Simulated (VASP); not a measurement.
# AgI (P6_3mc) in VASP: relaxation of cell and atoms with PBE

Aim: the relaxation of cell and atoms of AgI with PBE.

Everything below comes from runs of VASP 6.6.1. Logs are shortened: lines on timing, memory, paths and dates and some standing lists are left out, and cuts for length are marked.

## (1) The cell of the first run

The structure is hexagonal, space group P6_3mc (No. 186). The conventional cell has a = 4.686 Å, b = 4.686 Å, c = 22.992 Å, α = 90.00°, β = 90.00°, γ = 120.00°. Ag (site symmetry 3m) has 4 I at 2.87 Å within 3.8 Å. Within 3.8 Å of Ag (site symmetry 3m) lie 4 I at 2.87 Å. Within 3.8 Å of Ag (site symmetry 3m) lie 4 I at 2.87 Å. I (site symmetry 3m) has 4 Ag at 2.87 Å within 3.8 Å. I (site symmetry 3m) has 4 Ag at 2.87 Å within 3.8 Å. I (site symmetry 3m) has 4 Ag at 2.87 Å within 3.8 Å.

## (2) Relaxation of cell and atoms, PBE

INCAR

```
SYSTEM = AgI
ALGO = Normal ; EDIFF = 1E-7
EDIFFG = -0.01 ; ENCUT = 500
GGA = PE ; GGA_COMPAT = .FALSE.
IBRION = 2 ; ISIF = 3
ISMEAR = 0 ; LASPH = .TRUE.
LCHARG = .FALSE. ; LREAL = .FALSE.
LWAVE = .FALSE. ; NELM = 120
NELMIN = 4 ; NSW = 65
PREC = Accurate ; SIGMA = 0.02
```

KPOINTS

```
k-points
0
G
  6 6 2
  0 0 0
```

POSCAR

```
AgI
1.0
    4.6862949035      0.0000000000      0.0000000000
   -2.3431474518      4.0584504361      0.0000000000
    0.0000000000      0.0000000000     22.9922031853
Ag I
6 6
Direct
    0.0000000000      0.0000000000      0.0000000000
    0.3333333333      0.6666666667      0.1666666667
    0.6666666667      0.3333333333      0.3333333333
    0.0000000000      0.0000000000      0.5000000000
    0.6666666667      0.3333333333      0.6666666667
    0.3333333333      0.6666666667      0.8333333333
    0.0000000000      0.0000000000      0.1250000000
    0.3333333333      0.6666666667      0.2916666667
    0.6666666667      0.3333333333      0.4583333333
    0.0000000000      0.0000000000      0.6250000000
    0.6666666667      0.3333333333      0.7916666667
    0.3333333333      0.6666666667      0.9583333333
```

Potentials or basis: VASP PAW PBE potentials, release 64 (Ag, I).

The run is started by

```
> cat potpaw_PBE.64/Ag/POTCAR potpaw_PBE.64/I/POTCAR > POTCAR
> mpirun -np 1 vasp_std > vasp.out
```

OUTCAR:

```text
SYSTEM = AgI
   EDIFF = 1E-7
   EDIFFG = -0.01
   ENCUT = 500
   GGA = PE
   IBRION = 2
   ISIF = 3
   ISMEAR = 0
   LASPH = .TRUE.
   LREAL = .FALSE.
   NELM = 120
   NELMIN = 4
   NSW = 65
   PREC = Accurate

 ion  position               nearest neighbor table
   1  0.000  0.000  0.000-  12 2.87  12 2.87  12 2.87   7 2.87
   2  0.333  0.667  0.167-   7 2.87   7 2.87   7 2.87   8 2.87
   3  0.667  0.333  0.333-   8 2.87   8 2.87   8 2.87   9 2.87
   4  0.000  0.000  0.500-   9 2.87   9 2.87   9 2.87  10 2.87
   5  0.667  0.333  0.667-  10 2.87  10 2.87  10 2.87  11 2.87
   6  0.333  0.667  0.833-  11 2.87  11 2.87  11 2.87  12 2.87
   7  0.000  0.000  0.125-   2 2.87   2 2.87   2 2.87   1 2.87
   8  0.333  0.667  0.292-   3 2.87   3 2.87   3 2.87   2 2.87
   9  0.667  0.333  0.458-   4 2.87   4 2.87   4 2.87   3 2.87
  10  0.000  0.000  0.625-   5 2.87   5 2.87   5 2.87   4 2.87
  11  0.667  0.333  0.792-   6 2.87   6 2.87   6 2.87   5 2.87
  12  0.333  0.667  0.958-   1 2.87   1 2.87   1 2.87   6 2.87

  LATTYP: Found a hexagonal cell.
 ALAT       =     4.6862949035
 C/A-ratio  =     4.9062646843

  Lattice vectors:

 A1 = (   4.6862949035,   0.0000000000,   0.0000000000)
 A2 = (  -2.3431474518,   4.0584504361,   0.0000000000)
 A3 = (   0.0000000000,   0.0000000000,  22.9922031853)

Analysis of symmetry for initial positions (statically):
=====================================================================
 Subroutine PRICEL returns:
 Original cell was already a primitive cell.

 Routine SETGRP: Setting up the symmetry group for a
 hexagonal supercell.

 Subroutine GETGRP returns: Found 12 space group operations
 (whereof  6 operations were pure point group operations)
 out of a pool of 24 trial point group operations.

The static configuration has the point symmetry C_3v.
 The point group associated with its full space group is C_6v.

Analysis of symmetry for dynamics (positions and initial velocities):
=====================================================================
 Subroutine PRICEL returns:
 Original cell was already a primitive cell.

 Routine SETGRP: Setting up the symmetry group for a
 hexagonal supercell.

 Subroutine GETGRP returns: Found 12 space group operations
 (whereof  6 operations were pure point group operations)
 out of a pool of 24 trial point group operations.

The dynamic configuration has the point symmetry C_3v.
 The point group associated with its full space group is C_6v.

 Subroutine INISYM returns: Found 12 space group operations
 (whereof  6 operations are pure point group operations),
 and found     1 'primitive' translations

----------------------------------------------------------------------------------------

                                     Primitive cell

  volume of cell :     437.2909

  direct lattice vectors                    reciprocal lattice vectors
     4.686294904  0.000000000  0.000000000     0.213388193  0.123199731  0.000000000
    -2.343147452  4.058450436  0.000000000     0.000000000  0.246399461  0.000000000
     0.000000000  0.000000000 22.992203185     0.000000000  0.000000000  0.043493005

  length of vectors
     4.686294904  4.686294904 22.992203185     0.246399461  0.246399461  0.043493005

  position of ions in fractional coordinates (direct lattice)
     0.000000000  0.000000000  0.000000000
     0.333333333  0.666666667  0.166666667
     0.666666667  0.333333333  0.333333333
     0.000000000  0.000000000  0.500000000
     0.666666667  0.333333333  0.666666667
     0.333333333  0.666666667  0.833333333
     0.000000000  0.000000000  0.125000000
     0.333333333  0.666666667  0.291666667
     0.666666667  0.333333333  0.458333333
     0.000000000  0.000000000  0.625000000
     0.666666667  0.333333333  0.791666667
     0.333333333  0.666666667  0.958333333

  ion indices of the primitive-cell ions
   primitive index   ion index
                 1           1
                 2           2
                 3           3
                 4           4
                 5           5
                 6           6
                 7           7
                 8           8
                 9           9
                10          10
                11          11
                12          12
[... 63 lines left out ...]
   EDIFFG = -.1E-01   stopping-criterion for IOM
   NSW    =     65    number of steps for IOM
   IBRION =      2    ionic relax: 0-MD 1-quasi-New 2-CG
   NFREE  =      1    steps in history (QN), initial steepest desc. (CG)
   ISIF   =      3    stress and relaxation
   ISYM   =      2    0-nonsym 1-usesym 2-fastsym
   POTIM  = 0.5000    time-step for ionic-motion
   TEBEG  =    0.0;   TEEND  =   0.0 temperature during run
   PSTRESS=    0.0 pullay stress
   NELECT =     108.0000    total number of electrons
   NUPDOWN=      -1.0000    fix difference up-down
   EMIN   =  10.00;   EMAX   =-10.00  energy-range for DOS
   EFERMI =   0.00;   METHOD = LEGACY
   ISMEAR =     0;   SIGMA  =   0.02  broadening in eV -4-tet -1-fermi 0-gaus
   EFERMI_NEDOS =   21; number of points for ismear=-14 and -15
   IALGO  =     38    algorithm
   IMIX   =      4    mixing-type and parameters
     AMIX     =   0.40;   BMIX     =  1.00
     AMIX_MAG =   1.60;   BMIX_MAG =  1.00
  volume/ion in A,a.u.               =      36.44       245.92
  Fermi-wavevector in a.u.,A,eV,Ry     =   1.027131  1.940997 14.354127  1.054999
  Thomas-Fermi vector in A             =   2.161060
   LORBIT       =      0    0 simple, 1 ext, 2 COOP (PROOUT), +10 PAW based schemes
   GGA     = PE    functional components
   LHFCALC =     F    Hartree Fock is set to
   AEXX    =    0.0000 exact exchange contribution
   IVDW    =     0    specifies the selected vdW correction
   LEPSILON=     F    determine dielectric tensor
   LRPA    =     F    only Hartree local field effects (RPA)
 conjugate gradient relaxation of ions
 non-spin polarized calculation
 Gauss-broadening in eV      SIGMA  =   0.02
  energy-cutoff  :      500.00
  volume of cell :      437.29
 maximum number of plane-waves:     11172
 NGX is ok and might be reduce to    36
   NGX = 17   NGY = 17   NGZ = 83

--------------------------------------- Ionic step        1  -------------------------------------------

 number of electron     107.9999985 magnetization

 Free energy of the ion-electron system (eV)
  ---------------------------------------------------
  ext. energy  EPLUGINS =         0.00000000
  ---------------------------------------------------
  free energy    TOTEN  =       -28.74733606 eV

  energy without entropy =      -28.74733606  energy(sigma->0) =      -28.74733606

------------------------ aborting loop because EDIFF is reached ----------------------------------------

  FORCE on cell =-STRESS in cart. coord.  units (eV):
  Direction    XX          YY          ZZ          XY          YZ          ZX
  --------------------------------------------------------------------------------------
  -------------------------------------------------------------------------------------
  Total       -0.1462600     -0.1462600     -0.2760186      0.0000000      0.0000000      0.0000000
  in kB       -0.5358779     -0.5358779     -1.0112963      0.0000000      0.0000000      0.0000000
  external PRESSURE =      -0.6943507 kB  Pullay stress =       0.0000000 kB

 VOLUME and BASIS-vectors are now :
 -----------------------------------------------------------------------------
  energy-cutoff  :      500.00
  volume of cell :      437.29
      direct lattice vectors                 reciprocal lattice vectors
     4.686294904  0.000000000  0.000000000     0.213388193  0.123199731  0.000000000
    -2.343147452  4.058450436  0.000000000     0.000000000  0.246399461  0.000000000
     0.000000000  0.000000000 22.992203185     0.000000000  0.000000000  0.043493005

 POSITION                                       TOTAL-FORCE (eV/Angst)
 -----------------------------------------------------------------------------------
      0.00000      0.00000      0.00000         0.000000      0.000000      0.000463
     -0.00000      2.70563      3.83203        -0.000000      0.000000      0.008261
      2.34315      1.35282      7.66407         0.000000     -0.000000      0.004565
      0.00000      0.00000     11.49610        -0.000000     -0.000000      0.000463
      2.34315      1.35282     15.32814         0.000000     -0.000000      0.008261
     -0.00000      2.70563     19.16017         0.000000      0.000000      0.004565
      0.00000      0.00000      2.87403         0.000000     -0.000000      0.000240
     -0.00000      2.70563      6.70606        -0.000000      0.000000     -0.005858
      2.34315      1.35282     10.53809        -0.000000     -0.000000     -0.007671
      0.00000      0.00000     14.37013         0.000000     -0.000000      0.000240
      2.34315      1.35282     18.20216         0.000000     -0.000000     -0.005858
     -0.00000      2.70563     22.03419         0.000000     -0.000000     -0.007671
 -----------------------------------------------------------------------------------
    total drift:                                0.000000      0.000000     -0.000855

  FREE ENERGIE OF THE ION-ELECTRON SYSTEM (eV)
  ---------------------------------------------------
  free  energy   TOTEN  =       -28.7473360626 eV

  energy  without entropy=      -28.7473360626  energy(sigma->0) =      -28.74733606

--------------------------------------- Ionic step        2  -------------------------------------------

 number of electron     107.9999985 magnetization

 Free energy of the ion-electron system (eV)
  ---------------------------------------------------
  ext. energy  EPLUGINS =         0.00000000
  ---------------------------------------------------
  free energy    TOTEN  =       -28.74763889 eV

  energy without entropy =      -28.74763889  energy(sigma->0) =      -28.74763889

 E-fermi :   2.5997     XC(G=0):  -8.1533

 val. band max:        2.4837007792   @ k =   0.0000   0.0000   0.0000
 cond. band min:       3.8357766961   @ k =   0.0000   0.0000   0.0000
 fundamental gap:      1.3520759168
 Fermi energy:         2.5997386186

 k-point     1 :       0.0000    0.0000    0.0000
  band No.  band energies     occupation
      1     -10.0017      2.00000
      2      -9.9443      2.00000
      3      -9.9410      2.00000
      4      -9.8221      2.00000
      5      -9.8184      2.00000
      6      -9.7568      2.00000
[... 927 lines left out ...]
     63       7.8655      0.00000
     64       7.8655      0.00000

------------------------ aborting loop because EDIFF is reached ----------------------------------------

  FORCE on cell =-STRESS in cart. coord.  units (eV):
  Direction    XX          YY          ZZ          XY          YZ          ZX
  --------------------------------------------------------------------------------------
  -------------------------------------------------------------------------------------
  Total       -0.0096530     -0.0096530     -0.0686415      0.0000000      0.0000000     -0.0000000
  in kB       -0.0354482     -0.0354482     -0.2520694      0.0000000      0.0000000     -0.0000000
  external PRESSURE =      -0.1076553 kB  Pullay stress =       0.0000000 kB

 VOLUME and BASIS-vectors are now :
 -----------------------------------------------------------------------------
  energy-cutoff  :      500.00
  volume of cell :      436.29
      direct lattice vectors                 reciprocal lattice vectors
     4.683539373  0.000000000  0.000000000     0.213513738  0.123272214  0.000000000
    -2.341769686  4.056064076 -0.000000000    -0.000000000  0.246544429  0.000000000
     0.000000000  0.000000000 22.966689756    -0.000000000  0.000000000  0.043541321

 POSITION                                       TOTAL-FORCE (eV/Angst)
 -----------------------------------------------------------------------------------
      0.00000      0.00000      0.00002         0.000000      0.000000     -0.001188
     -0.00000      2.70404      3.82818         0.000000     -0.000000      0.005517
      2.34177      1.35202      7.65578        -0.000000     -0.000000      0.001852
      2.34177      4.05606     11.48337        -0.000000     -0.000000     -0.001188
      2.34177      1.35202     15.31152        -0.000000      0.000000      0.005517
     -0.00000      2.70404     19.13913         0.000000     -0.000000      0.001852
     -2.34177      4.05606      2.87085        -0.000000     -0.000000      0.001488
     -0.00000      2.70404      6.69834         0.000000      0.000000     -0.002858
      2.34177      1.35202     10.52603        -0.000000     -0.000000     -0.004811
     -2.34177      4.05606     14.35419         0.000000      0.000000      0.001488
      2.34177      1.35202     18.18168        -0.000000     -0.000000     -0.002858
     -0.00000      2.70404     22.00937         0.000000      0.000000     -0.004811
 -----------------------------------------------------------------------------------
    total drift:                                0.000000      0.000000     -0.001034

  FREE ENERGIE OF THE ION-ELECTRON SYSTEM (eV)
  ---------------------------------------------------
  free  energy   TOTEN  =       -28.7476388890 eV

  energy  without entropy=      -28.7476388890  energy(sigma->0) =      -28.74763889

 reached required accuracy - stopping structural energy minimisation
```

Wall time 18 min (1 thread of AMD EPYC 7R43 (Zen 3), shared host); peak memory 0.64 GiB.

Results:

```
Free energy                           : -28.7476 eV
Relaxed volume                        : 36.36 Å³/atom
Relaxed cell                          : a = 4.684 Å, b = 4.684 Å, c = 22.967 Å, α = 90.00°, β = 90.00°, γ = 120.00°
Space group after relaxing (to 0.1 Å) : P6_3mc (No. 186)
Energy gained by relaxing             : 0.0 meV/atom
Ionic steps                           : 2
Pressure after relaxing               : 0.0 GPa
Largest force after relaxing          : 0.006 eV/Å
Band gap on the k mesh                : 1.35 eV
```

Forces on the atoms (eV/Å):
```
Ag   0.000  0.000 -0.001
Ag   0.000  0.000  0.006
Ag   0.000  0.000  0.002
Ag   0.000  0.000 -0.001
Ag   0.000  0.000  0.006
Ag   0.000  0.000  0.002
I    0.000  0.000  0.001
I    0.000  0.000 -0.003
I    0.000  0.000 -0.005
I    0.000  0.000  0.001
I    0.000  0.000 -0.003
I    0.000  0.000 -0.005
```

Step by step:
```tsv
step	energy change (eV)	largest force (eV/Å)	pressure (GPa)	volume (Å³)
1	0.0000	0.0083	-0.07	437.29
2	-0.0003	0.0055	-0.01	436.29
```

Final structure:
```
Ag I
1.0
     4.68354    0.00000    0.00000
    -2.34177    4.05606    0.00000
     0.00000    0.00000   22.96669
Ag I
6 6
Direct
  0.00000 0.00000 0.00000
  0.33333 0.66667 0.16668
  0.66667 0.33333 0.33334
  0.00000 0.00000 0.50000
  0.66667 0.33333 0.66668
  0.33333 0.66667 0.83334
  0.00000 0.00000 0.12500
  0.33333 0.66667 0.29165
  0.66667 0.33333 0.45832
  0.00000 0.00000 0.62500
  0.66667 0.33333 0.79165
  0.33333 0.66667 0.95832
```

Caveat: spin-orbit coupling is left out, which moves the levels of the heavy elements. A k mesh can miss the band edges.
